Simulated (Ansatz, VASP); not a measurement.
Ga3AsP2 in VASP and in Ansatz

```
CELL_PARAMETERS angstrom
3.90596 0.00000 0.00000
-1.95298 3.38266 0.00000
0.00000 0.00000 9.56218
ATOMIC_POSITIONS crystal
P 0.00000 0.00000 0.00306
P 0.33333 0.66667 0.33052
As 0.66667 0.33333 0.66634
Ga 0.33333 0.66667 0.08325
Ga 0.66667 0.33333 0.41034
Ga 0.00000 0.00000 0.75648
```

Alike in both runs: task single point; functional PBE; k mesh 6 × 6 × 2; occupations gaussian, width 0.001 eV; no spin polarisation.

```csv
,VASP,Ansatz
version,VASP 6.6.1,Ansatz 0.2.0
potentials or method,"VASP PAW PBE potentials, release 64 (P, As, Ga_d)",plane waves
plane-wave cutoff (eV),520,420
valence electrons in the cell,54,64
```

```csv
,VASP,Ansatz,Ansatz less VASP
gap on the k mesh at the Fermi level (eV),1.21,1.22,+0.003
pressure (GPa),2.6,2.6,-0.06
"traceless stress, the component that is largest in VASP (GPa)",-0.07,-0.06,+0.003
rms of the force components (eV/Å),0.024,0.019,-0.0049
```

Atom by atom the forces differ by 0.006 eV/Å (rms over components). The functional is the same, so the differences come from potentials, cutoffs and numerics. VASP's potentials hold 54 valence electrons a cell and Ansatz's 64, so a difference there can come from the potentials and not from the codes.
